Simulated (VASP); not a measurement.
Input of a VASP 6.6.1 run:

The input INCAR:

```
PREC     = Accurate       # precision mode
ENCUT    = 520            # plane-wave cutoff, eV
EDIFF    = 1E-7           # SCF threshold, eV
ISMEAR   = -1             # smearing method
SIGMA    = 0.02           # smearing width, eV
LREAL    = F              # projectors in reciprocal space
LASPH    = T              # aspherical terms in the spheres
NELM     = 80             # most SCF steps
ALGO     = Normal         # electronic algorithm
ISIF     = 2              # what is computed and relaxed
LWAVE    = F              # write WAVECAR
LCHARG   = F              # write CHGCAR
GGA      = PE             # functional
NBANDS   = 28             # bands
```

The input KPOINTS:

```
regular mesh
0
Gamma
  4 4 4
```

Contents of POSCAR:

```
NaCdI3
1.0
    5.9021719075      0.0000000000      0.0000000000
    0.0000000000      5.9021719075      0.0000000000
    0.0000000000      0.0000000000      5.9021719075
Na Cd I
1 1 3
Direct
    0.0000000000      0.0000000000      0.0000000000
    0.5000000000      0.5000000000      0.5000000000
    0.5000000000      0.5000000000      0.0000000000
    0.5000000000      0.0000000000      0.5000000000
    0.0000000000      0.5000000000      0.5000000000
```

Potentials or basis: VASP PAW PBE potentials, release 64 (Na_pv, Cd, I).

The run is started by

```console
$ cat potpaw_PBE.64/Na_pv/POTCAR potpaw_PBE.64/Cd/POTCAR potpaw_PBE.64/I/POTCAR > POTCAR
$ mpirun -np 1 vasp_std > vasp.out
```

Question: Estimate the band gap on the k mesh.

Answer: Zero (bands 20 and 21 overlap by 0.26 eV).

Question: What does it give for the pressure?

Answer: 0.7 GPa.

Caveat: spin-orbit coupling is left out, which moves the levels of the heavy elements.
